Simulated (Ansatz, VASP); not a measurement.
## P: VASP beside Ansatz

File POSCAR:

```
P
1.0
    0.0000000000      2.6371960065      2.6371960065
    2.6371960065      0.0000000000      2.6371960065
    2.6371960065      2.6371960065      0.0000000000
P
2
Direct
    0.1250000000      0.1250000000      0.1250000000
    0.8750000000      0.8750000000      0.8750000000
```

The input INCAR.step1:

```
ALGO = Normal
EDIFF = 1E-4
ENCUT = 520
GGA = PE
ISMEAR = -1
LASPH = True
LCHARG = False
LREAL = False
LWAVE = True
NBANDS = 12
NELM = 100
PREC = Accurate
SIGMA = 0.1
```

INCAR.step2

```
ALGO = Normal
EDIFF = 1E-7
ENCUT = 520
ISIF = 2
ISMEAR = -1
ISTART = 1
LASPH = True
LCHARG = False
LMIXTAU = True
LREAL = False
LWAVE = False
METAGGA = R2SCAN
NBANDS = 12
NELM = 100
PREC = Accurate
SIGMA = 0.1
```

KPOINTS

```
k-points
0
Gamma
  11 11 11
```

Input for Ansatz:

```yaml
crystal:
  lattice:
    - [0.0, 2.6371960065, 2.6371960065]
    - [2.6371960065, 0.0, 2.6371960065]
    - [2.6371960065, 2.6371960065, 0.0]
  atoms:
    - { symbol: P, position: [0.125, 0.125, 0.125] }
    - { symbol: P, position: [0.875, 0.875, 0.875] }
hamiltonian:
  xc: r2scan
  pseudopotentials:
    kind: paw
    azcp:
      P: "pseudopotentials/P.paw.azcp"
basis:
  ecutwfc: 500
  fft_grid_basis: typed
kpoints:
  mp_grid: { grid: [11, 11, 11], shift: [0, 0, 0] }
magnetization:
  spin_polarized: false
scf:
  occupations: { method: fermi_dirac, width: 0.1 }
  lower_state_search: "off"
output:
  stress: true
```

Alike in both runs: task single point; functional r2SCAN; k mesh 11 × 11 × 11; occupations fermi-dirac, width 0.1 eV; no spin polarisation.

|  | VASP | Ansatz |
| --- | --- | --- |
| version | VASP 6.6.1 | Ansatz 0.2.0 |
| potentials or method | VASP PAW PBE potentials, release 64 (P), cutoff 520 eV | plane waves (500 eV) with PAW, scalar-relativistic |
| valence electrons in the cell | 10 | 10 |

|  | VASP | Ansatz | Ansatz less VASP |
| --- | --- | --- | --- |
| pressure (GPa) | 4.3 | 4.6 | +0.31 |

VASP's potentials were made for PBE, not for r2SCAN. The functional is the same, so the differences come from potentials, cutoffs and numerics.
